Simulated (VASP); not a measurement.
# SiO2 (P6_422) in VASP: further runs

SiO2 is run at these levels: LDA; tasks: relaxation of cell and atoms.

Everything below comes from runs of VASP 6.6.1. Logs are shortened: lines on timing, memory, paths and dates and some standing lists are left out, and cuts for length are marked.

## 1. The cell of the first run

It takes space group P6_422 (No. 181, hexagonal). The conventional cell has a = 4.741 Å, b = 4.741 Å, c = 5.348 Å, α = 90.00°, β = 90.00°, γ = 120.00°. Within 2.1 Å of Si (site symmetry 222) lie 4 O at 1.54 Å. Within 2.1 Å of O (site symmetry 2) lie 2 Si at 1.54 Å.

## 2. Relaxation of cell and atoms, LDA, target pressure 25 GPa, at which the enthalpy is minimised

Contents of INCAR:

```
SYSTEM = SiO2
PREC = Accurate
ENCUT = 600
EDIFF = 1E-7
ISMEAR = 0
SIGMA = 0.02
LREAL = .FALSE.
LASPH = .TRUE.
NELM = 80
ALGO = Normal
ISIF = 3
LWAVE = .FALSE.
LCHARG = .FALSE.
GGA = CA
IBRION = 2
NSW = 70
EDIFFG = -0.008
PSTRESS = 250.0
```

Contents of KPOINTS:

```
Automatic mesh
0
G
  6 6 4
  0 0 0
```

Contents of POSCAR:

```
SiO2
1.0
    4.7407335403      0.0000000000      0.0000000000
   -2.3703667702      4.1055956785      0.0000000000
    0.0000000000      0.0000000000      5.3480989689
Si O
3 6
Direct
    0.0000000000      0.5000000000      0.3333333333
    0.5000000000      0.5000000000      0.6666666667
    0.5000000000      0.0000000000      0.0000000000
    0.6005319773      0.8002659886      0.8333333333
    0.8002659886      0.6005319773      0.5000000000
    0.8002659886      0.1997340114      0.1666666667
    0.3994680227      0.1997340114      0.8333333333
    0.1997340114      0.3994680227      0.5000000000
    0.1997340114      0.8002659886      0.1666666667
```

Potentials or basis: VASP PAW LDA potentials, release 64 (Si, O).

The run is started by

```
cat potpaw_LDA.64/Si/POTCAR potpaw_LDA.64/O/POTCAR > POTCAR
mpirun -np 1 vasp_std > vasp.out
```

OUTCAR:

```text
SYSTEM = SiO2
   PREC = Accurate
   ENCUT = 600
   EDIFF = 1E-7
   ISMEAR = 0
   LREAL = .FALSE.
   LASPH = .TRUE.
   NELM = 80
   ISIF = 3
   GGA = CA
   IBRION = 2
   NSW = 70
   EDIFFG = -0.008
   PSTRESS = 250.0

 ion  position               nearest neighbor table
   1  0.000  0.500  0.333-   6 1.54   9 1.54   8 1.54   5 1.54   3 2.97   3 2.97   2 2.97   2 2.97

   2  0.500  0.500  0.667-   4 1.54   7 1.54   5 1.54   8 1.54   3 2.97   3 2.97   1 2.97   1 2.97

   3  0.500  0.000  0.000-   6 1.54   9 1.54   7 1.54   4 1.54   1 2.97   1 2.97   2 2.97   2 2.97

   4  0.601  0.800  0.833-   2 1.54   3 1.54
   5  0.800  0.601  0.500-   2 1.54   1 1.54
   6  0.800  0.200  0.167-   1 1.54   3 1.54
   7  0.399  0.200  0.833-   2 1.54   3 1.54
   8  0.200  0.399  0.500-   2 1.54   1 1.54
   9  0.200  0.800  0.167-   1 1.54   3 1.54

  LATTYP: Found a hexagonal cell.
 ALAT       =     4.7407335403
 C/A-ratio  =     1.1281163397

  Lattice vectors:

 A1 = (   4.7407335403,   0.0000000000,   0.0000000000)
 A2 = (  -2.3703667702,   4.1055956785,   0.0000000000)
 A3 = (   0.0000000000,   0.0000000000,   5.3480989689)

Analysis of symmetry for initial positions (statically):
=====================================================================
 Subroutine PRICEL returns:
 Original cell was already a primitive cell.

 Routine SETGRP: Setting up the symmetry group for a
 hexagonal supercell.

 Subroutine GETGRP returns: Found 12 space group operations
 (whereof  4 operations were pure point group operations)
 out of a pool of 24 trial point group operations.

The static configuration has the point symmetry D_2 .
 The point group associated with its full space group is D_6 .

Analysis of symmetry for dynamics (positions and initial velocities):
=====================================================================
 Subroutine PRICEL returns:
 Original cell was already a primitive cell.

 Routine SETGRP: Setting up the symmetry group for a
 hexagonal supercell.

 Subroutine GETGRP returns: Found 12 space group operations
 (whereof  4 operations were pure point group operations)
 out of a pool of 24 trial point group operations.

The dynamic configuration has the point symmetry D_2 .
 The point group associated with its full space group is D_6 .

 Subroutine INISYM returns: Found 12 space group operations
 (whereof  4 operations are pure point group operations),
 and found     1 'primitive' translations

----------------------------------------------------------------------------------------

                                     Primitive cell

  volume of cell :     104.0929

[... 112 lines left out ...]
   EFERMI =   0.00;   METHOD = LEGACY
   ISMEAR =     0;   SIGMA  =   0.02  broadening in eV -4-tet -1-fermi 0-gaus
   EFERMI_NEDOS =   21; number of points for ismear=-14 and -15
   IALGO  =     38    algorithm
   IMIX   =      4    mixing-type and parameters
     AMIX     =   0.40;   BMIX     =  1.00
     AMIX_MAG =   1.60;   BMIX_MAG =  1.00
  volume/ion in A,a.u.               =      11.57        78.05
  Fermi-wavevector in a.u.,A,eV,Ry     =   1.264780  2.390087 21.764797  1.599667
  Thomas-Fermi vector in A             =   2.398067
   LORBIT       =      0    0 simple, 1 ext, 2 COOP (PROOUT), +10 PAW based schemes
   GGA     = CA    functional components
   LHFCALC =     F    Hartree Fock is set to
   AEXX    =    0.0000 exact exchange contribution
   IVDW    =     0    specifies the selected vdW correction
   LEPSILON=     F    determine dielectric tensor
   LRPA    =     F    only Hartree local field effects (RPA)
 conjugate gradient relaxation of ions
 non-spin polarized calculation
 Gauss-broadening in eV      SIGMA  =   0.02
  energy-cutoff  :      600.00
  volume of cell :      104.09
 maximum number of plane-waves:      3513
 NGX is ok and might be reduce to    40
   NGX = 19   NGY = 19   NGZ = 21

--------------------------------------- Ionic step        1  -------------------------------------------

 number of electron      48.0000010 magnetization

 Free energy of the ion-electron system (eV)
  ---------------------------------------------------
  ext. energy  EPLUGINS =         0.00000000
  ---------------------------------------------------
  free energy    TOTEN  =       -76.33726635 eV

  energy without entropy =      -76.33726635  energy(sigma->0) =      -76.33726635

------------------------ aborting loop because EDIFF is reached ----------------------------------------

  FORCE on cell =-STRESS in cart. coord.  units (eV):
  Direction    XX          YY          ZZ          XY          YZ          ZX
  --------------------------------------------------------------------------------------
  -------------------------------------------------------------------------------------
  Total       20.9253231     20.9253231     21.5408669     -0.0000000     -0.0000000     -0.0000000
  in kB      322.0783962    322.0783962    331.5527241     -0.0000000     -0.0000000     -0.0000000
  external PRESSURE =      75.2365055 kB  Pullay stress =     250.0000000 kB
[... 118 lines left out ...]
  energy  without entropy=      -76.8723666648  energy(sigma->0) =      -76.87236666

  enthalpy is  TOTEN    =       -60.1916385276 eV   P V=       16.6807281372

 E-fermi :   1.5497     XC(G=0):  -9.9768

 val. band max:        1.3916475356   @ k =   0.0000   0.0000   0.5000
 cond. band min:       7.1498418588   @ k =   0.0000   0.0000   0.0000
 fundamental gap:      5.7581943231
 Fermi energy:         1.5496851070

 k-point     1 :       0.0000    0.0000    0.0000
  band No.  band energies     occupation
      1     -18.4166      2.00000
      2     -16.6963      2.00000
      3     -16.6963      2.00000
      4     -15.9512      2.00000
      5     -15.9512      2.00000
      6     -15.7526      2.00000
[... 661 lines left out ...]
     28      11.5544      0.00000
     29      12.2634      0.00000

[... ionic steps 4 to 12 ...]

--------------------------------------- Ionic step       13  -------------------------------------------

 number of electron      48.0000004 magnetization

------------------------ aborting loop because EDIFF is reached ----------------------------------------
[... 85 lines left out ...]
--------------------------------------- Ionic step       15  -------------------------------------------

 number of electron      48.0000004 magnetization

 Free energy of the ion-electron system (eV)
  ---------------------------------------------------
  ext. energy  EPLUGINS =         0.00000000
  ---------------------------------------------------
  free energy    TOTEN  =       -76.25111616 eV

  energy without entropy =      -76.25111616  energy(sigma->0) =      -76.25111616

 E-fermi :   2.2784     XC(G=0): -10.2582

 val. band max:        2.1469952082   @ k =   0.0000   0.0000   0.0000
 cond. band min:       7.3815019600   @ k =   0.0000   0.0000   0.0000
 fundamental gap:      5.2345067518
 Fermi energy:         2.2783820836

 k-point     1 :       0.0000    0.0000    0.0000
  band No.  band energies     occupation
      1     -18.0005      2.00000
      2     -16.3381      2.00000
      3     -16.3381      2.00000
      4     -15.3976      2.00000
      5     -15.3976      2.00000
      6     -14.9752      2.00000
[... 701 lines left out ...]
  energy  without entropy=      -76.2511161588  energy(sigma->0) =      -76.25111616

  enthalpy is  TOTEN    =       -60.3226008765 eV   P V=       15.9285152823

 reached required accuracy - stopping structural energy minimisation
```

OSZICAR:

```text
N       E                     dE             d eps       ncg     rms          rms(c)
DAV:   1     0.335708345430E+03    0.33571E+03   -0.28708E+04  1218   0.174E+03
DAV:   2    -0.681661367141E+02   -0.40387E+03   -0.39455E+03  1611   0.369E+02
DAV:   3    -0.879687648781E+02   -0.19803E+02   -0.19758E+02  1428   0.914E+01
[... 147 lines left out ...]
DAV:   2    -0.762512335138E+02    0.32647E-02   -0.12960E-02  1343   0.722E-01    0.900E-02
DAV:   3    -0.762511502590E+02    0.83255E-04   -0.42494E-04  1441   0.119E-01    0.523E-02
DAV:   4    -0.762511195685E+02    0.30690E-04   -0.38676E-05  1388   0.404E-02    0.169E-02
DAV:   5    -0.762511161689E+02    0.33996E-05   -0.58786E-06  1398   0.149E-02    0.496E-03
DAV:   6    -0.762511161588E+02    0.10120E-07   -0.21887E-07   975   0.378E-03
  15 F= -.60322601E+02 E0= -.60322601E+02  d E =-.239153E-04
```

CONTCAR:

```text
SiO2
   1.00000000000000
     4.5511908120332025   -0.0000000001434080   -0.0000000000000000
    -2.2755954061887969    3.9414468609243851   -0.0000000000000000
     0.0000000000000000    0.0000000000000000    5.6906929147759753
  Si              O
     3     6
Direct
     0.0000000000000000    0.5000000000000000    0.3333333332999970
     0.5000000000000000    0.5000000000000000    0.6666666667000030
     0.5000000000000000    1.0000000000000000    1.0000000000000000
     0.6259472652818205    0.8129736325909125    0.8333333332999970
     0.8129736325909125    0.6259472652818597    0.5000000000000000
     0.8129736325909137    0.1870263674090473    0.1666666667000030
     0.3740527347181791    0.1870263674090874    0.8333333332999970
     0.1870263674090875    0.3740527347181400    0.5000000000000000
     0.1870263674090863    0.8129736325909527    0.1666666667000030

  0.00000000E+00  0.00000000E+00  0.00000000E+00
  0.00000000E+00  0.00000000E+00  0.00000000E+00
  0.00000000E+00  0.00000000E+00  0.00000000E+00
  0.00000000E+00  0.00000000E+00  0.00000000E+00
  0.00000000E+00  0.00000000E+00  0.00000000E+00
  0.00000000E+00  0.00000000E+00  0.00000000E+00
  0.00000000E+00  0.00000000E+00  0.00000000E+00
  0.00000000E+00  0.00000000E+00  0.00000000E+00
  0.00000000E+00  0.00000000E+00  0.00000000E+00
```

Wall time 20 min (1 thread of Intel Xeon 8259CL, shared host); peak memory 0.24 GiB.

Results:

| Item | Value |
| --- | --- |
| Free energy | -76.2511 eV |
| Relaxed volume | 11.34 Å³/atom |
| Relaxed cell | a = 4.551 Å, b = 4.551 Å, c = 5.691 Å, α = 90.00°, β = 90.00°, γ = 120.00° |
| Space group after relaxing (to 0.1 Å) | P6_422 (No. 181) |
| Energy change on relaxing (the run minimises the enthalpy) | +9.6 meV/atom |
| Ionic steps | 15 |
| Pressure after relaxing | 25.0 GPa |
| Band gap on the k mesh | 5.23 eV |

Step by step:
```csv
step,energy change (eV),largest force (eV/Å),pressure (GPa),volume (Å³)
1,0.0000,0.8101,32.52,104.09
2,-1.0580,0.5173,8.24,112.49
3,-0.5351,0.3245,23.26,106.90
4,-0.5250,0.3352,23.46,106.84
5,-0.4263,0.2162,24.00,105.97
6,-0.1723,0.0492,25.12,104.14
7,-0.1517,0.0364,25.09,103.89
8,-0.0565,0.0132,24.93,103.04
9,0.3113,0.1546,24.34,100.94
10,0.0041,0.0518,24.91,102.62
11,0.0196,0.0589,24.89,102.52
12,0.0786,0.0074,24.85,102.13
13,0.0777,0.0066,24.85,102.14
14,0.1441,0.0388,25.99,101.72
15,0.0862,0.0008,25.00,102.08
```

Final structure:
```
CELL_PARAMETERS angstrom
4.55119 0.00000 0.00000
-2.27560 3.94145 0.00000
0.00000 0.00000 5.69069
ATOMIC_POSITIONS crystal
Si 0.00000 0.50000 0.33333
Si 0.50000 0.50000 0.66667
Si 0.50000 0.00000 0.00000
O 0.62595 0.81297 0.83333
O 0.81297 0.62595 0.50000
O 0.81297 0.18703 0.16667
O 0.37405 0.18703 0.83333
O 0.18703 0.37405 0.50000
O 0.18703 0.81297 0.16667
```

Levels at points of the mesh, in eV from the valence-band top:
```
           k point  band 20  band 21  band 22  band 23  band 24  band 25  band 26  band 27  band 28  band 29
(0.00, 0.00, 0.00)    -1.90    -1.90    -0.91    -0.91     0.00     5.23     8.34     8.34     9.91    10.24
(0.50, 0.00, 0.00)    -1.65    -1.57    -1.23    -0.77    -0.29     7.28     8.20     9.28     9.76    10.30
(0.00, 0.00, 0.50)    -2.13    -1.80    -1.03    -0.16    -0.16     7.00     7.00     7.39     9.86     9.86
(0.50, 0.00, 0.50)    -1.65    -1.18    -1.17    -0.96    -0.60     8.17     8.19     8.61     9.34     9.52
```

Caveat: the cell is relaxed towards a set pressure, so the run minimises the enthalpy, not the energy. A k mesh can miss the band edges.

(Part 1 of 2 ends here.)
